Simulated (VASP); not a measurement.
# CdS (P6_3/mmc) in VASP: a series of runs, part 3 of 3

VASP 6.6.1. The steps go on from the part before.

## (7) Single point, r2SCAN (25.64 Å³/atom)

This run uses another cell than the first one, of 25.64 Å³/atom.

POSCAR reads:

```
CdS
1.0
    4.4949933313      0.0000000000      0.0000000000
   -2.2474966656      3.8927784147      0.0000000000
    0.0000000000      0.0000000000      5.8608550515
Cd S
2 2
Direct
    0.3333333333      0.6666666667      0.2500000000
    0.6666666667      0.3333333333      0.7500000000
    0.6666666667      0.3333333333      0.2500000000
    0.3333333333      0.6666666667      0.7500000000
```

INCAR.step1 reads:

```
PREC = Accurate
ENCUT = 520
ISMEAR = 0
SIGMA = 0.01
LREAL = False
LASPH = True
NELM = 60
NBANDS = 26
GGA = PE
ALGO = Normal
EDIFF = 1E-4
LWAVE = True
LCHARG = False
```

INCAR.step2 reads:

```
PREC = Accurate
ENCUT = 520
EDIFF = 1E-7
ISMEAR = 0
SIGMA = 0.01
LREAL = False
LASPH = True
NELM = 60
ALGO = Normal
ISIF = 2
LWAVE = False
LCHARG = False
METAGGA = R2SCAN
LMIXTAU = True
NBANDS = 26
ISTART = 1
```

KPOINTS reads:

```
regular mesh
0
Gamma
  6 6 4
```

Started as:

```
> cat potpaw_PBE.64/Cd/POTCAR potpaw_PBE.64/S/POTCAR > POTCAR
> cp INCAR.step1 INCAR
> mpirun -np 1 vasp_std > vasp.out
> cp INCAR.step2 INCAR
> mpirun -np 1 vasp_std > vasp.out
```

Run time: 4 min. Hardware: 1 thread of Intel Xeon Platinum 8259CL at 2.50GHz (Skylake/Cascade Lake), shared host; peak memory 0.27 GiB.

The run converged. Its results:

```yaml
Free_energy: -59.0117 eV
Pressure: -3.1 GPa
Band_gap_on_the_k_mesh: 1.37 eV (least direct gap 1.63 eV)
```

Stress tensor (GPa, compression positive):
```
-3.31  0.00  0.00
 0.00 -3.31  0.00
 0.00  0.00 -2.55
```

Levels at points of the mesh, in eV from the valence-band top:
| k point | band 14 | band 15 | band 16 | band 17 | band 18 | band 19 | band 20 | band 21 | band 22 | band 23 |
| --- | --- | --- | --- | --- | --- | --- | --- | --- | --- | --- |
| (0.00, 0.00, 0.00) | -1.16 | -1.16 | -0.28 | -0.28 | -0.26 | 1.37 | 1.39 | 6.16 | 6.16 | 7.58 |
| (0.50, 0.00, 0.00) | -3.13 | -2.28 | -2.21 | -1.19 | -1.02 | 2.88 | 4.03 | 6.53 | 6.95 | 8.39 |
| (0.00, 0.00, 0.50) | -2.04 | -0.69 | -0.69 | -0.69 | -0.69 | 3.14 | 3.14 | 6.29 | 6.29 | 6.29 |
| (0.50, 0.00, 0.50) | -4.11 | -1.66 | -1.66 | -0.34 | -0.34 | 4.13 | 4.13 | 5.62 | 5.62 | 7.78 |

Caveat: the cell stands under tension; the PAW data sets were made with another functional, which shifts forces and pressure a little.

## (8) Summary

```csv
cell,gap on the mesh (eV),pressure (GPa)
"a = 4.319, b = 4.319, c = 5.631 Å, angles 90.0, 90.0, 120.0°, 4 atoms",1.52,5.1
"a = 4.364, b = 4.364, c = 5.690 Å, angles 90.0, 90.0, 120.0°, 4 atoms",1.49,2.6
"a = 4.409, b = 4.409, c = 5.748 Å, angles 90.0, 90.0, 120.0°, 4 atoms",1.46,0.4
"a = 4.452, b = 4.452, c = 5.805 Å, angles 90.0, 90.0, 120.0°, 4 atoms",1.43,-1.5
"a = 4.495, b = 4.495, c = 5.861 Å, angles 90.0, 90.0, 120.0°, 4 atoms",1.37,-3.1
```

Alike in all rows: task single point; level r2SCAN; potentials or basis VASP PAW PBE potentials, release 64 (Cd, S); no spin polarisation; k mesh 6 × 6 × 4; cutoff (eV) 520; smearing gaussian 0.01 eV.

Caveats: the PAW data sets were made with another functional, which shifts forces and pressure a little; the cell stands under pressure (at least some runs); the cell stands under tension (at least some runs).

Total energies depend on the potentials used, so only differences within one code and one set of settings carry meaning.
